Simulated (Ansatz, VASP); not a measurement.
**Two plane-wave programs on HfO2**

```
Hf O
1.0
     5.16092    0.00000   -0.00536
     0.00000    5.21212    0.00000
    -0.89312    0.00000    5.27689
Hf O
4 8
Direct
  0.27573 0.45706 0.70837
  0.72427 0.95706 0.79163
  0.72427 0.54294 0.29163
  0.27573 0.04294 0.20837
  0.44918 0.74279 0.97665
  0.55082 0.24279 0.52335
  0.55082 0.25721 0.02335
  0.44918 0.75721 0.47665
  0.06712 0.32865 0.34842
  0.93288 0.82865 0.15158
  0.93288 0.67135 0.65158
  0.06712 0.17135 0.84842
```

Alike in both runs: task single point; functional PBE; k mesh 4 × 4 × 4; occupations gaussian, width 0.02 eV; no spin polarisation.

|  | VASP | Ansatz |
| --- | --- | --- |
| version | VASP 6.6.1 | Ansatz 0.2.0 |
| potentials or method | VASP PAW PBE potentials, release 64 (Hf_pv, O), cutoff 520 eV | scalar-relativistic, plane waves, PAW |
| valence electrons in the cell | 88 | 152 |

VASP gave:

```
gap on the k mesh at the Fermi level (eV)                     : 4.00
least direct gap on the mesh (eV)                             : 4.08
pressure (GPa)                                                : -3.0
traceless stress, the component that is largest in VASP (GPa) : -0.18
rms of the force components (eV/Å)                            : 0.033
```

**Question.** What did Ansatz give for the same quantities?

**Answer.** gap on the k mesh at the Fermi level (eV): 4.04; least direct gap on the mesh (eV): 4.13; pressure (GPa): 0.0; traceless stress, the component that is largest in VASP (GPa): 0.01; rms of the force components (eV/Å): 0.001.

Atom by atom the forces differ by 0.034 eV/Å (rms over components). VASP's potentials hold 88 valence electrons a cell and Ansatz's 152, so a difference there can come from the potentials and not from the codes.

Spin-orbit coupling is off throughout.
